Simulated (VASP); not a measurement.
A run of VASP 6.6.1 is set up as follows.

INCAR

```
SYSTEM = Ca
ALGO = Normal
EDIFF = 1E-6
ENCUT = 520
GGA = PS
ISIF = 2
ISMEAR = -1
LASPH = .TRUE.
LCHARG = .FALSE.
LREAL = .FALSE.
LWAVE = .FALSE.
NBANDS = 28
NELM = 80
PREC = Accurate
SIGMA = 0.08
```

KPOINTS

```
k-points
0
G
  7 7 5
  0 0 0
```

Contents of POSCAR:

```
Ca
1.0
    3.8217393222      0.0000000000      0.0000000000
   -1.9108696611      3.3097233397      0.0000000000
    0.0000000000      0.0000000000     12.6281704572
Ca
4
Direct
    0.0000000000      0.0000000000      0.0000000000
    0.0000000000      0.0000000000      0.5000000000
    0.3333333333      0.6666666667      0.2500000000
    0.6666666667      0.3333333333      0.7500000000
```

Potentials or basis: VASP PAW PBE potentials, release 64 (Ca_sv).

Launch:

```sh
$ cat potpaw_PBE.64/Ca_sv/POTCAR > POTCAR
$ mpirun -np 1 vasp_std > vasp.out
```

Question: Predict the pressure.

Answer: 0.4 GPa.

Question: What does it give for the band gap on the k mesh?

Answer: Zero (band 20 reaches 2.26 eV, above the bottom of band 21 at 1.95 eV).

Caveat: the PAW data sets were made with another functional, which shifts forces and pressure a little.
